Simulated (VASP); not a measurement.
# Ga (C2/c) in VASP: notebook, part 2 of 2

VASP 6.6.1. The steps go on from the part before.

## Step 4: Single point, r2SCAN

File POSCAR:

```
Ga
1.0
    1.3830000000     -4.0265000000      0.0000000000
    1.3830000000      4.0265000000      0.0000000000
   -0.1174474948      0.0000000000      3.3299294416
Ga
2
Direct
    0.1310000000      0.8690000000      0.7500000000
    0.8690000000      0.1310000000      0.2500000000
```

File INCAR.step1:

```
SYSTEM = Ga
ALGO = Normal
EDIFF = 1E-4
ENCUT = 520
GGA = PE
ISMEAR = -1
LASPH = .TRUE.
LCHARG = .FALSE.
LREAL = .FALSE.
LWAVE = .TRUE.
NBANDS = 20
NELM = 80
PREC = Accurate
SIGMA = 0.05
```

File INCAR.step2:

```
SYSTEM = Ga
ALGO = Normal
EDIFF = 1E-6
ENCUT = 520
ISIF = 2
ISMEAR = -1
ISTART = 1
LASPH = .TRUE.
LCHARG = .FALSE.
LMIXTAU = .TRUE.
LREAL = .FALSE.
LWAVE = .FALSE.
METAGGA = R2SCAN
NBANDS = 20
NELM = 80
PREC = Accurate
SIGMA = 0.05
```

File KPOINTS:

```
k-points
0
G
  6 6 5
  0 0 0
```

Potentials or basis: VASP PAW PBE potentials, release 64 (Ga_d).

Run with:

```sh
$ cat potpaw_PBE.64/Ga_d/POTCAR > POTCAR
$ cp INCAR.step1 INCAR
$ mpirun -np 1 vasp_std > vasp.out
$ cp INCAR.step2 INCAR
$ mpirun -np 1 vasp_std > vasp.out
```

OUTCAR:

```text
SYSTEM = Ga
   EDIFF = 1E-6
   ENCUT = 520
   ISIF = 2
   ISMEAR = -1
   ISTART = 1
   LASPH = .TRUE.
   LREAL = .FALSE.
   METAGGA = R2SCAN
   NELM = 80
   PREC = Accurate

 ion  position               nearest neighbor table
   1  0.131  0.869  0.750-   2 2.69   2 2.69   2 2.86   2 2.86   2 2.92   2 2.92
   2  0.869  0.131  0.250-   1 2.69   1 2.69   1 2.86   1 2.86   1 2.92   1 2.92

  LATTYP: Found a base centered monoclinic cell.
 ALAT       =     2.7660000000
 B/A-ratio  =     2.9114244396
 C/A-ratio  =     1.2046276211
 COS(beta)  =    -0.0352483478

  Lattice vectors:

 A1 = (   1.3830000000,  -4.0265000000,   0.0000000000)
 A2 = (   1.3830000000,   4.0265000000,   0.0000000000)
 A3 = (  -0.1174474948,   0.0000000000,   3.3299294416)

Analysis of symmetry for initial positions (statically):
=====================================================================
 Subroutine PRICEL returns:
 Original cell was already a primitive cell.

 Routine SETGRP: Setting up the symmetry group for a
 base centered monoclinic supercell.

 Subroutine GETGRP returns: Found  4 space group operations
 (whereof  2 operations were pure point group operations)
 out of a pool of  4 trial point group operations.

The static configuration has the point symmetry S_2 .
 The point group associated with its full space group is C_2h.

Analysis of symmetry for dynamics (positions and initial velocities):
=====================================================================
 Subroutine PRICEL returns:
 Original cell was already a primitive cell.

 Routine SETGRP: Setting up the symmetry group for a
 base centered monoclinic supercell.

 Subroutine GETGRP returns: Found  4 space group operations
 (whereof  2 operations were pure point group operations)
 out of a pool of  4 trial point group operations.

The dynamic configuration has the point symmetry S_2 .
 The point group associated with its full space group is C_2h.
[... 106 lines left out ...]
   ISYM   =      2    0-nonsym 1-usesym 2-fastsym
   POTIM  = 0.5000    time-step for ionic-motion
   TEBEG  =    0.0;   TEEND  =   0.0 temperature during run
   PSTRESS=    0.0 pullay stress
   NELECT =      26.0000    total number of electrons
   NUPDOWN=      -1.0000    fix difference up-down
   EMIN   =  10.00;   EMAX   =-10.00  energy-range for DOS
   EFERMI =   0.00;   METHOD = LEGACY
   ISMEAR =    -1;   SIGMA  =   0.05  broadening in eV -4-tet -1-fermi 0-gaus
   EFERMI_NEDOS =   21; number of points for ismear=-14 and -15
   IALGO  =     38    algorithm
   IMIX   =      4    mixing-type and parameters
     AMIX     =   0.40;   BMIX     =  1.00
     AMIX_MAG =   1.60;   BMIX_MAG =  1.00
  volume/ion in A,a.u.               =      18.54       125.14
  Fermi-wavevector in a.u.,A,eV,Ry     =   1.454323  2.748273 28.777089  2.115056
  Thomas-Fermi vector in A             =   2.571487
   LORBIT       =      0    0 simple, 1 ext, 2 COOP (PROOUT), +10 PAW based schemes
   METAGGA = R2SCAN    functional components
   LHFCALC =     F    Hartree Fock is set to
   AEXX    =    0.0000 exact exchange contribution
   IVDW    =     0    specifies the selected vdW correction
   LEPSILON=     F    determine dielectric tensor
   LRPA    =     F    only Hartree local field effects (RPA)
 non-spin polarized calculation
  energy-cutoff  :      520.00
  volume of cell :       37.09
 maximum number of plane-waves:      1014
   NGX = 15   NGY = 15   NGZ = 13

 number of electron      26.0000006 magnetization

 Free energy of the ion-electron system (eV)
  ---------------------------------------------------
  ext. energy  EPLUGINS =         0.00000000
  ---------------------------------------------------
  free energy    TOTEN  =       -22.68406902 eV

  energy without entropy =      -22.67636323  energy(sigma->0) =      -22.68021612

 E-fermi :   5.4865     XC(G=0): -12.1456

 val. band max:        5.4513448012   @ k =  -0.3333   0.5000   0.2000
 cond. band min:       5.5315841880   @ k =   0.1667   0.1667   0.0000
 fundamental gap:      0.0802393868
 Fermi energy:         5.4865490656

 k-point     1 :       0.0000    0.0000    0.0000
  band No.  band energies     occupation
      1     -10.1558      2.00000
      2     -10.1460      2.00000
      3     -10.1013      2.00000
      4     -10.0779      2.00000
      5      -9.7926      2.00000
      6      -9.7871      2.00000
[... 541 lines left out ...]
     19      18.3853      0.00000
     20      18.9728      0.00000

 [... further k-points ...]
[... 5 lines left out ...]
  --------------------------------------------------------------------------------------
  -------------------------------------------------------------------------------------
  Total        0.1463558     -0.8959063     -0.3594224      0.0000000      0.0000000      0.1624693
  in kB        6.3227453    -38.7042130    -15.5274733      0.0000000      0.0000000      7.0188671
  external PRESSURE =     -15.9696470 kB  Pullay stress =       0.0000000 kB

 VOLUME and BASIS-vectors are now :
 -----------------------------------------------------------------------------
  energy-cutoff  :      520.00
  volume of cell :       37.09
      direct lattice vectors                 reciprocal lattice vectors
     1.383000000 -4.026500000  0.000000000     0.361532899 -0.124177325  0.012751361
     1.383000000  4.026500000  0.000000000     0.361532899  0.124177325  0.012751361
    -0.117447495  0.000000000  3.329929442     0.000000000  0.000000000  0.300306663

 POSITION                                       TOTAL-FORCE (eV/Angst)
 -----------------------------------------------------------------------------------
      1.29491      2.97156      2.49745         0.000000     -0.154481     -0.000000
      1.35364     -2.97156      0.83248        -0.000000      0.154481      0.000000
 -----------------------------------------------------------------------------------
    total drift:                                0.000000      0.000000     -0.000000

  FREE ENERGIE OF THE ION-ELECTRON SYSTEM (eV)
  ---------------------------------------------------
  free  energy   TOTEN  =       -22.6840690189 eV

  energy  without entropy=      -22.6763632296  energy(sigma->0) =      -22.68021612
```

Run time: 97 s. Hardware: 1 thread of AMD EPYC 9R45 (Zen 5), shared host; peak memory 0.16 GiB.

What came out:

```yaml
Free_energy: -22.6841 eV
Pressure: -1.6 GPa
Largest_force: 0.154 eV/Å
Band_gap_on_the_k_mesh: zero (band 13 reaches 9.68 eV, above the bottom of band 14 at 2.21 eV)
```

Forces in eV/Å, atoms in the order of the input:
```
Ga   0.000 -0.154  0.000
Ga   0.000  0.154  0.000
```

Caveat: the k points lie up to 0.40 Å⁻¹ apart; the PAW data sets were made with another functional, which shifts forces and pressure a little.

## Step 5: Single point, PBEsol, non-collinear spin, zero start, spin-orbit coupling

File INCAR:

```
ALGO     = Fast           # electronic algorithm
EDIFF    = 1E-7           # SCF threshold, eV
ENCUT    = 520            # plane-wave cutoff, eV
GGA      = PS             # functional
GGA_COMPAT= F            
ISIF     = 2              # what is computed and relaxed
ISMEAR   = -1             # smearing method
LASPH    = T              # aspherical terms in the spheres
LCHARG   = F              # write CHGCAR
LNONCOLLINEAR= T              # non-collinear magnetism
LORBIT   = 11             # projections on sites
LORBMOM  = T            
LREAL    = F              # projectors in reciprocal space
LSORBIT  = T              # spin-orbit coupling
LWAVE    = F              # write WAVECAR
MAGMOM   = 0 0 0 0 0 0    # initial moments
NBANDS   = 38             # bands
NELM     = 150            # most SCF steps
PREC     = Accurate       # precision mode
SIGMA    = 0.05           # smearing width, eV
```

File KPOINTS:

```
k-points
0
Gamma
  7 7 6
```

POSCAR is that of step 4.

Potentials or basis: VASP PAW PBE potentials, release 64 (Ga_d).

Run with:

```sh
$ cat potpaw_PBE.64/Ga_d/POTCAR > POTCAR
$ mpirun -np 1 vasp_ncl > vasp.out
```

OUTCAR:

```text
EDIFF = 1E-7
   ENCUT = 520
   GGA = PS
   ISIF = 2
   ISMEAR = -1
   LASPH = T
   LNONCOLLINEAR = T
   LORBIT = 11
   LREAL = F
   LSORBIT = T
   NELM = 150
   PREC = Accurate

 ion  position               nearest neighbor table
   1  0.131  0.869  0.750-   2 2.69   2 2.69   2 2.86   2 2.86   2 2.92   2 2.92
   2  0.869  0.131  0.250-   1 2.69   1 2.69   1 2.86   1 2.86   1 2.92   1 2.92

  LATTYP: Found a base centered monoclinic cell.
 ALAT       =     2.7660000000
 B/A-ratio  =     2.9114244396
 C/A-ratio  =     1.2046276211
 COS(beta)  =    -0.0352483478

  Lattice vectors:

[... 1281 lines left out ...]
    -0.0001692    -0.0001664    -0.0005009     0.0000000    -0.0001652
    -0.0006731    -0.0001661     0.0000000    -0.0001652     0.0000000
 l=   3
     0.0000000     0.0000000     0.0000000     0.0000000     0.0000000     0.0000000     0.0000000
     0.0000000     0.0000000     0.0000000     0.0000000     0.0000000     0.0000000     0.0000000
     0.0000000     0.0000000     0.0000000     0.0000000     0.0000000     0.0000000     0.0000000
     0.0000000     0.0000000     0.0000000     0.0000000     0.0000000     0.0000000     0.0000000
     0.0000000     0.0000000     0.0000000     0.0000000     0.0000000     0.0000000     0.0000000
     0.0000000     0.0000000     0.0000000     0.0000000     0.0000000     0.0000000     0.0000000
     0.0000000     0.0000000     0.0000000     0.0000000     0.0000000     0.0000000     0.0000000

 total charge

# of ion       s       p       d       tot
------------------------------------------
    1        0.999   0.615   9.959  11.573
    2        0.999   0.615   9.959  11.573
--------------------------------------------------
tot          1.998   1.230  19.918  23.146

 magnetization (x)

# of ion       s       p       d       tot
------------------------------------------
    1        0.000   0.000   0.000   0.000
    2        0.000   0.000   0.000   0.000
--------------------------------------------------
tot          0.000   0.000   0.000   0.000

 magnetization (y)

# of ion       s       p       d       tot
------------------------------------------
    1       -0.000   0.000   0.000  -0.000
    2       -0.000   0.000   0.000  -0.000
--------------------------------------------------
tot         -0.000   0.000   0.000  -0.000

 magnetization (z)

# of ion       s       p       d       tot
------------------------------------------
    1        0.000   0.000   0.000   0.000
    2        0.000   0.000   0.000   0.000
--------------------------------------------------
tot          0.000   0.000   0.000   0.000
```

stdout:

```text
POSCAR found type information on POSCAR Ga
 POSCAR found :  1 types and       2 ions
 scaLAPACK will be used
 -----------------------------------------------------------------------------
|                                                                             |
|                                                                             |
|     You enforced a specific xc type in the INCAR file but a different       |
|     I HOPE YOU KNOW WHAT YOU ARE DOING!                                     |
|                                                                             |
 -----------------------------------------------------------------------------

 LDA part: xc-table for (Slater+PW92), standard interpolation
 POSCAR, INCAR and KPOINTS ok, starting setup
 FFT: planning ... GRIDC
 FFT: planning ... GRID_SOFT
 FFT: planning ... GRID
 WAVECAR not read
 entering main loop
WARNING in EDDRMM: call to ZHEGV failed, returncode =   8  4     36
 num prob  num prob  num prob RMM:  14    -0.664692883314E+01   -0.72705E-08   -0.19722E-07  6403   0.448E-03
```

Run time: 3.6 min. Hardware: 1 thread of AMD EPYC 9R45 (Zen 5), shared host; peak memory 0.35 GiB.

What came out:

| Quantity | Value |
| --- | --- |
| Free energy | -6.6469 eV |
| Pressure | -1.4 GPa |
| Largest force | 0.141 eV/Å |
| Net moment | 0.00 μB per cell |
| Valence electrons inside the program's atomic spheres | Ga 11.57 |

Forces in eV/Å, atoms in the order of the input:
```
Ga   0.000 -0.141  0.000
Ga   0.000  0.141  0.000
```

Moments on the atoms (μB; x, y, z):
```
Ga  0.00 0.00 0.00
Ga  0.00 0.00 0.00
```

Caveat: the PAW data sets were made with another functional, which shifts forces and pressure a little.

## Step 6: Single point, PBE

File INCAR:

```
  ALGO = Fast
  EDIFF = 1E-6
  ENCUT = 520
  GGA = PE
  ISIF = 2
  ISMEAR = 0
  LASPH = T
  LCHARG = T
  LELF = T
  LREAL = F
  LVHAR = T
  LWAVE = F
  NBANDS = 20
  NELM = 60
  PREC = Accurate
  SIGMA = 0.024
```

File KPOINTS:

```
k-points
0
Gamma
  10 10 8
```

POSCAR is that of step 5.

Potentials or basis: VASP PAW PBE potentials, release 64 (Ga_d).

Run with:

```sh
$ cat potpaw_PBE.64/Ga_d/POTCAR > POTCAR
$ mpirun -np 1 vasp_std > vasp.out
```

OUTCAR:

```text
EDIFF = 1E-6
   ENCUT = 520
   GGA = PE
   ISIF = 2
   ISMEAR = 0
   LASPH = T
   LREAL = F
   NELM = 60
   PREC = Accurate

 ion  position               nearest neighbor table
   1  0.131  0.869  0.750-   2 2.69   2 2.69   2 2.86   2 2.86   2 2.92   2 2.92
   2  0.869  0.131  0.250-   1 2.69   1 2.69   1 2.86   1 2.86   1 2.92   1 2.92

  LATTYP: Found a base centered monoclinic cell.
 ALAT       =     2.7660000000
 B/A-ratio  =     2.9114244396
 C/A-ratio  =     1.2046276211
 COS(beta)  =    -0.0352483478

  Lattice vectors:

[... 193 lines left out ...]
      4      -9.4375      2.00000
      5      -9.1639      2.00000
      6      -9.1629      2.00000
[... 541 lines left out ...]
     19      15.2871      0.00000
     20      17.4875      0.00000

 [... further k-points ...]
[... 5 lines left out ...]
  --------------------------------------------------------------------------------------
  -------------------------------------------------------------------------------------
  Total        0.5992329      0.4139426      0.0875578      0.0000000      0.0000000      0.1108117
  in kB       25.8875735     17.8828130      3.7826018      0.0000000      0.0000000      4.7871976
  external PRESSURE =      15.8509961 kB  Pullay stress =       0.0000000 kB

 VOLUME and BASIS-vectors are now :
 -----------------------------------------------------------------------------
  energy-cutoff  :      520.00
  volume of cell :       37.09
      direct lattice vectors                 reciprocal lattice vectors
     1.383000000 -4.026500000  0.000000000     0.361532899 -0.124177325  0.012751361
     1.383000000  4.026500000  0.000000000     0.361532899  0.124177325  0.012751361
    -0.117447495  0.000000000  3.329929442     0.000000000  0.000000000  0.300306663

 POSITION                                       TOTAL-FORCE (eV/Angst)
 -----------------------------------------------------------------------------------
      1.29491      2.97156      2.49745         0.000000     -0.217500      0.000000
      1.35364     -2.97156      0.83248        -0.000000      0.217500     -0.000000
 -----------------------------------------------------------------------------------
    total drift:                                0.000000      0.000000     -0.000000

  FREE ENERGIE OF THE ION-ELECTRON SYSTEM (eV)
  ---------------------------------------------------
  free  energy   TOTEN  =        -5.7697770885 eV

  energy  without entropy=       -5.7695000271  energy(sigma->0) =       -5.76963856
```

Run time: 3.9 min. Hardware: 1 thread of Intel Xeon 8259CL, shared host; peak memory 0.27 GiB.

Results:

```yaml
Free_energy: -5.7698 eV
Pressure: 1.6 GPa
Largest_force: 0.217 eV/Å
Band_gap_on_the_k_mesh: zero (band 13 reaches 9.65 eV, above the bottom of band 14 at 1.26 eV)
```

Forces on the atoms (eV/Å):
```
Ga   0.000 -0.217  0.000
Ga   0.000  0.217  0.000
```

Levels at points of the mesh, in eV from the Fermi level:
| k point | band 11 | band 12 | band 13 | band 14 | band 15 | band 16 |
| --- | --- | --- | --- | --- | --- | --- |
| (0.00, 0.00, 0.00) | -11.23 | -2.09 | -1.62 | 1.63 | 5.44 | 9.70 |
| (0.50, 0.00, 0.00) | -6.05 | -5.02 | -1.34 | 0.01 | 5.78 | 6.59 |
| (0.50, 0.50, 0.00) | -9.10 | -8.60 | 4.00 | 4.58 | 5.82 | 6.04 |
| (0.00, 0.00, 0.50) | -7.78 | -7.78 | 1.70 | 1.70 | 2.45 | 2.45 |
| (0.50, 0.00, 0.50) | -2.87 | -2.85 | -1.64 | -1.50 | 1.75 | 2.29 |
| (0.50, 0.50, 0.50) | -6.01 | -6.01 | -4.39 | -4.39 | 10.86 | 10.86 |

## Step 7: Summary

```csv
level,potentials or basis,spin,k mesh,smearing,gap on the mesh (eV),pressure (GPa),largest force (eV/Å)
LDA,"VASP PAW LDA potentials, release 64 (Ga_d)",off,6 × 6 × 5,fermi-dirac 0.05 eV,none,-3.7,0.16
PBEsol,"VASP PAW PBE potentials, release 64 (Ga_d)",off,6 × 6 × 5,fermi-dirac 0.05 eV,none,-1.7,0.17
r2SCAN,"VASP PAW PBE potentials, release 64 (Ga_d)",off,6 × 6 × 5,fermi-dirac 0.05 eV,none,-1.6,0.15
PBEsol,"VASP PAW PBE potentials, release 64 (Ga_d)","non-collinear, zero start, SOC",7 × 7 × 6,fermi-dirac 0.05 eV,-,-1.4,0.14
PBE,"VASP PAW PBE potentials, release 64 (Ga_d)",off,10 × 10 × 8,gaussian 0.024 eV,none,1.6,0.22
```

Alike in all rows: task single point; cell as given; cutoff (eV) 520.

Caveats: some runs use coarse meshes; the PAW data sets were made with another functional, which shifts forces and pressure a little (some runs).

Total energies depend on the potentials used, so only differences within one code and one set of settings carry meaning.
